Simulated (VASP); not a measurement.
# TiO2 in VASP: notebook, part 2 of 2

VASP 6.6.1. Earlier steps stand in the parts before.

### 3 Single point, PBE (atoms displaced along a vibrational mode, the cell strained)

Contents of INCAR:

```
SYSTEM = TiO2
ALGO = Normal
EDIFF = 1E-6
ENCUT = 520
GGA = PE
ISIF = 2
ISMEAR = 0
LASPH = .True.
LCHARG = .False.
LREAL = .False.
LWAVE = .False.
NBANDS = 33
NELM = 80
PREC = Accurate
SIGMA = 0.05
```

Contents of KPOINTS:

```
k-points
0
Gamma
  6 6 10
  0 0 0
```

Contents of POSCAR:

```
TiO2
1.0
    4.5658550395      0.0000000000      0.0000000000
    0.0000000000      4.5658550395      0.0000000000
    0.0000000000      0.0000000000      2.9143671652
Ti O
2 4
Direct
    0.0000000000      0.0000000000      0.0078488792
    0.5000000000      0.5000000000      0.5078488792
    0.3050970583      0.3050970583     -0.0117414307
    0.1949029417      0.8050970583      0.4882585693
    0.6949029417      0.6949029417     -0.0117414307
    0.8050970583      0.1949029417      0.4882585693
```

Potentials or basis: VASP PAW PBE potentials, release 64 (Ti_sv, O).

Run with:

```sh
cat potpaw_PBE.64/Ti_sv/POTCAR potpaw_PBE.64/O/POTCAR > POTCAR
mpirun -np 1 vasp_std > vasp.out
```

It took 1.7 min on 1 thread of Intel Xeon Platinum 8375C at 2.90GHz (Ice Lake), shared host; peak memory 0.23 GiB.

Results (log left out):

```
Free energy            : -53.5284 eV
Pressure               : 14.0 GPa
Largest force          : 0.361 eV/Å
Band gap on the k mesh : 2.04 eV (least direct gap 2.07 eV)
```

Forces in eV/Å, atoms in the order of the input:
```
Ti   0.000  0.000 -0.166
Ti   0.000  0.000 -0.166
O   -0.249 -0.249  0.083
O    0.249 -0.249  0.083
O    0.249  0.249  0.083
O   -0.249  0.249  0.083
```

Stress tensor (GPa, compression positive):
```
12.63  0.00  0.00
 0.00 12.63  0.00
 0.00  0.00 16.81
```

Levels at points of the mesh, in eV from the valence-band top:
```tsv
k point	band 22	band 23	band 24	band 25	band 26	band 27
(0.00, 0.00, 0.00)	-0.46	-0.46	0.00	2.07	2.35	2.60
(0.50, 0.00, 0.00)	-1.57	-0.75	-0.75	2.63	2.63	3.31
(0.50, 0.50, 0.00)	-1.28	-1.06	-1.06	2.09	2.09	2.73
(0.00, 0.00, 0.50)	-2.40	-1.42	-1.42	3.13	3.13	3.44
(0.50, 0.00, 0.50)	-2.06	-1.05	-1.05	2.04	2.04	3.46
(0.50, 0.50, 0.50)	-1.17	-0.65	-0.65	2.53	2.95	3.40
```

Caveat: the cell differs from its parent crystal (atoms displaced along a vibrational mode, the cell strained); the cell stands under pressure.

### 4 Single point, PBE (atoms displaced along a vibrational mode, the cell strained)

Contents of INCAR:

```
PREC = Accurate
ENCUT = 520
EDIFF = 1E-6
ISMEAR = 0
SIGMA = 0.05
LREAL = F
LASPH = T
NELM = 100
ALGO = Normal
ISIF = 2
LWAVE = F
LCHARG = F
GGA = PE
NBANDS = 33
```

Contents of KPOINTS:

```
Automatic mesh
0
Gamma
  6 6 10
```

Contents of POSCAR:

```
TiO2
1.0
    4.6048595979      0.0000000000      0.0000000000
    0.0000000000      4.6048595979      0.0000000000
    0.0000000000      0.0000000000      2.9392636202
Ti O
2 4
Direct
    0.0000000000      0.0000000000      0.0117733187
    0.5000000000      0.5000000000      0.5117733187
    0.3050970583      0.3050970583     -0.0176121460
    0.1949029417      0.8050970583      0.4823878540
    0.6949029417      0.6949029417     -0.0176121460
    0.8050970583      0.1949029417      0.4823878540
```

Potentials or basis: VASP PAW PBE potentials, release 64 (Ti_sv, O).

Run with:

```sh
cat potpaw_PBE.64/Ti_sv/POTCAR potpaw_PBE.64/O/POTCAR > POTCAR
mpirun -np 1 vasp_std > vasp.out
```

OUTCAR:

```text
PREC = Accurate
   ENCUT = 520
   EDIFF = 1E-6
   ISMEAR = 0
   LREAL = F
   LASPH = T
   NELM = 100
   ISIF = 2
   GGA = PE

 ion  position               nearest neighbor table
   1  0.000  0.000  0.012-   4 1.88   6 1.88   5 1.99   3 1.99   4 2.01   6 2.01
   2  0.500  0.500  0.512-   3 1.88   5 1.88   4 1.99   6 1.99   3 2.01   5 2.01
   3  0.305  0.305  0.982-   2 1.88   1 1.99   2 2.01
   4  0.195  0.805  0.482-   1 1.88   2 1.99   1 2.01
   5  0.695  0.695  0.982-   2 1.88   1 1.99   2 2.01
   6  0.805  0.195  0.482-   1 1.88   2 1.99   1 2.01

  LATTYP: Found a simple tetragonal cell.
[... 1072 lines left out ...]
  -------------------------------------------------------------------------------------
  Total        2.6914196      2.6914196      3.6843920      0.0000000      0.0000000      0.0000000
  in kB       69.1863892     69.1863892     94.7120169      0.0000000      0.0000000      0.0000000
  external PRESSURE =      77.6949318 kB  Pullay stress =       0.0000000 kB

 VOLUME and BASIS-vectors are now :
 -----------------------------------------------------------------------------
  energy-cutoff  :      520.00
  volume of cell :       62.33
      direct lattice vectors                 reciprocal lattice vectors
     4.604859598  0.000000000  0.000000000     0.217161887  0.000000000  0.000000000
     0.000000000  4.604859598  0.000000000     0.000000000  0.217161887  0.000000000
     0.000000000  0.000000000  2.939263620     0.000000000  0.000000000  0.340221269

 POSITION                                       TOTAL-FORCE (eV/Angst)
 -----------------------------------------------------------------------------------
      0.00000      0.00000      0.03460         0.000000      0.000000     -0.157783
      2.30243      2.30243      1.50424         0.000000      0.000000     -0.157783
      1.40493      1.40493      2.88750        -0.178421     -0.178421      0.078892
      0.89750      3.70736      1.41787         0.178421     -0.178421      0.078892
      3.19993      3.19993      2.88750         0.178421      0.178421      0.078892
      3.70736      0.89750      1.41787        -0.178421      0.178421      0.078892
 -----------------------------------------------------------------------------------
    total drift:                               -0.000000      0.000000      0.001077

  FREE ENERGIE OF THE ION-ELECTRON SYSTEM (eV)
  ---------------------------------------------------
  free  energy   TOTEN  =       -53.6277308515 eV

  energy  without entropy=      -53.6277308515  energy(sigma->0) =      -53.62773085
```

OSZICAR:

```text
N       E                     dE             d eps       ncg     rms          rms(c)
DAV:   1     0.654922715364E+03    0.65492E+03   -0.24096E+04  3968   0.172E+03
DAV:   2     0.277999164867E+02   -0.62712E+03   -0.58054E+03  4263   0.514E+02
DAV:   3    -0.658171985310E+02   -0.93617E+02   -0.91539E+02  5250   0.190E+02
DAV:   4    -0.707042820996E+02   -0.48871E+01   -0.48750E+01  5784   0.413E+01
DAV:   5    -0.708863849574E+02   -0.18210E+00   -0.18208E+00  5276   0.651E+00    0.319E+01
DAV:   6    -0.539380035741E+02    0.16948E+02   -0.73813E+01  5203   0.893E+01    0.111E+01
DAV:   7    -0.538971644829E+02    0.40839E-01   -0.13555E+01  4979   0.335E+01    0.951E+00
DAV:   8    -0.537407872510E+02    0.15638E+00   -0.52757E-01  4817   0.590E+00    0.713E+00
DAV:   9    -0.537502879790E+02   -0.95007E-02   -0.11228E+00  5152   0.125E+01    0.321E+00
DAV:  10    -0.536398546474E+02    0.11043E+00   -0.56954E-01  4941   0.774E+00    0.978E-01
DAV:  11    -0.536288035288E+02    0.11051E-01   -0.33473E-02  4810   0.140E+00    0.445E-01
DAV:  12    -0.536282736809E+02    0.52985E-03   -0.75143E-03  4464   0.772E-01    0.185E-01
DAV:  13    -0.536277382526E+02    0.53543E-03   -0.12416E-03  5175   0.380E-01    0.334E-02
DAV:  14    -0.536277437071E+02   -0.54545E-05   -0.89119E-05  5056   0.787E-02    0.323E-02
DAV:  15    -0.536277304886E+02    0.13218E-04   -0.27030E-05  5842   0.567E-02    0.486E-03
DAV:  16    -0.536277308515E+02   -0.36289E-06   -0.32981E-06  4076   0.125E-02
   1 F= -.53627731E+02 E0= -.53627731E+02  d E =-.143333E-11
```

Run time: 1.7 min. Hardware: 1 thread of Intel Xeon Platinum 8375C at 2.90GHz (Ice Lake), shared host; peak memory 0.23 GiB.

What came out:

```
Free energy            : -53.6277 eV
Pressure               : 7.8 GPa
Largest force          : 0.264 eV/Å
Band gap on the k mesh : 2.04 eV (least direct gap 2.12 eV)
```

Forces in eV/Å, atoms in the order of the input:
```
Ti   0.000  0.000 -0.158
Ti   0.000  0.000 -0.158
O   -0.178 -0.178  0.079
O    0.178 -0.178  0.079
O    0.178  0.178  0.079
O   -0.178  0.178  0.079
```

Caveat: the cell differs from its parent crystal (atoms displaced along a vibrational mode, the cell strained); the cell stands under pressure.

### 5 Summary

| cell | gap on the mesh (eV) | pressure (GPa) | largest force (eV/Å) |
| --- | --- | --- | --- |
| a = 4.566, b = 4.566, c = 2.914 Å, 6 atoms, atomic positions A | 1.96 | 13.5 | 0.31 |
| a = 4.566, b = 4.566, c = 2.914 Å, 6 atoms, atomic positions B | 2.04 | 14.0 | 0.36 |
| a = 4.605, b = 4.605, c = 2.939 Å, 6 atoms, atomic positions C | 2.04 | 7.8 | 0.26 |

Alike in all rows: task single point; level PBE; potentials or basis VASP PAW PBE potentials, release 64 (Ti_sv, O); no spin polarisation; k mesh 6 × 6 × 10; cutoff (eV) 520; smearing gaussian 0.05 eV.

Caveats: the cell stands under pressure.

Absolute energies hang on the potentials; compare differences alone.
